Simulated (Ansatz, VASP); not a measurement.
## Two plane-wave programs on Ru

The input INCAR:

```
  PREC = Accurate
  ENCUT = 520
  EDIFF = 1E-6
  ISMEAR = 0
  SIGMA = 0.15
  LREAL = F
  LASPH = T
  NELM = 80
  ALGO = Fast
  ISIF = 2
  LWAVE = F
  LCHARG = T
  LELF = T
  LVHAR = T
  NBANDS = 21
```

KPOINTS

```
regular mesh
0
Gamma
  21 21 10
```

Contents of POSCAR:

```
Ru
1.0
    2.6740588025      0.0000000000      0.0000000000
   -1.3370294013      2.3158028542      0.0000000000
    0.0000000000      0.0000000000      4.2267610266
Ru
2
Direct
    0.3131891315      0.6263782631      0.2500000000
    0.6868108685      0.3736217369      0.7500000000
```

Input for Ansatz:

```yaml
crystal:
  lattice:
    - [2.6740588025, 0.0, 0.0]
    - [-1.3370294013, 2.3158028542, 0.0]
    - [0.0, 0.0, 4.2267610266]
  atoms:
    - { symbol: Ru, position: [0.3131891315, 0.6263782631, 0.25] }
    - { symbol: Ru, position: [0.6868108685, 0.3736217369, 0.75] }
basis:
  ecutwfc: 420
kpoints:
  mp_grid: { grid: [21, 21, 10] }
hamiltonian:
  xc: lda
  pseudopotentials: { kind: paw, azcp: { folder: soft_1 } }
scf:
  occupations: { method: gaussian, width: 0.15 }
output:
  forces: true
  stress: true
  eigenvalues: true
```

Change from the starting cell: mode 4 frozen in at +0.000 Å and mode 5 at -0.093 Å (largest displacements).

Alike in both runs: task single point; functional LDA; k mesh 21 × 21 × 10; occupations gaussian, width 0.15 eV; no spin polarisation.

|  | VASP | Ansatz |
| --- | --- | --- |
| version | VASP 6.6.1 | Ansatz 0.2.0 |
| potentials or method | VASP PAW LDA potentials, release 64 (Ru_pv), cutoff 520 eV | scalar-relativistic, plane waves, PAW |
| valence electrons in the cell | 28 | 32 |

```tsv
	VASP	Ansatz	Ansatz less VASP
gap on the k mesh at the Fermi level (eV)	none	none	-
pressure (GPa)	2.8	1.9	-0.97
traceless stress, the component that is largest in VASP (GPa)	-5.07	-4.93	+0.137
rms of the force components (eV/Å)	0.860	0.860	-0.0005
```

Ansatz warns that its potentials were made for another functional, while VASP's fit it. LDA's correlation is that of Perdew and Zunger in VASP and of Perdew and Wang (1992) in Ansatz. Atom by atom the forces differ by 0.000 eV/Å (rms over components). A gap of «none» marks a metal or a gap that the smearing closes. VASP's potentials hold 28 valence electrons a cell and Ansatz's 32, so a difference there can come from the potentials and not from the codes.
